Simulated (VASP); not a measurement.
**Cr: single point with LDA**

Crystal: Cr.

```
Cr
1.0
     0.00000    1.83973    1.83973
     1.83973    0.00000    1.83973
     1.83973    1.83973    0.00000
Cr
1
Direct
  0.00000 0.00000 0.00000
```

This isn't the form of Cr at room conditions, which is bcc.

```json
{"Program": "VASP 6.6.1", "Task": "single point", "Functional": "LDA", "Potentials or basis": "VASP PAW LDA potentials, release 64 (Cr_pv)", "Cutoff": "520 eV", "k mesh": "17 × 17 × 17", "Occupations": "fermi-dirac, width 0.05 eV", "Spin": "collinear spin, ferromagnetic start", "Starting moments": "[1.5] μB"}
```

```yaml
Pressure: -24.7 GPa
Band_gap_on_the_k_mesh: zero (filled and empty bands overlap)
Net_moment: 0.00 μB per cell
Valence_electrons_inside_the_program's_atomic_spheres: Cr 10.93
```

Levels at points of the mesh, in eV from the Fermi level:
Spin up:
```tsv
k point	band 2	band 3	band 4	band 5	band 6	band 7	band 8	band 9	band 10	band 11
(0.00, 0.00, 0.00)	-42.04	-42.04	-7.27	-0.39	-0.39	-0.39	1.21	1.21	5.71	19.58
```
Spin down:
```tsv
k point	band 3	band 4	band 5	band 6	band 7	band 8	band 9	band 10
(0.00, 0.00, 0.00)	-42.04	-7.27	-0.39	-0.39	-0.39	1.21	1.21	5.71
```

Run time: 23 s on 1 thread of Intel(R) Xeon(R) 6975P-C (Granite Rapids) (shared host), peak memory 0.15 GiB.

Caveat: the cell stands under tension; an empty level that is flat over the whole mesh can mark a ghost state of the potentials, or a narrow d or f band.
